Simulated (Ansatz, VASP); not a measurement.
# One calculation of Mo, two programs

```
Mo
1.0
    -1.61430    1.61430    1.61430
     1.61430   -1.61430    1.61430
     1.61430    1.61430   -1.61430
Mo
1
Cartesian
  0.0000 0.0000 0.0000
```

Alike in both runs: task single point; functional PBE; k mesh 10 × 10 × 10; occupations methfessel-paxton of order 1, width 0.02 eV; no spin polarisation.

```csv
,VASP,Ansatz
version,VASP 6.6.1,Ansatz 0.2.0
potentials or method,"VASP PAW PBE potentials, release 64 (Mo_sv), cutoff 500 eV","plane waves, PAW"
valence electrons in the cell,14,14
```

```tsv
	VASP	Ansatz	Ansatz less VASP
pressure (GPa)	-14.0	-14.8	-0.78
```
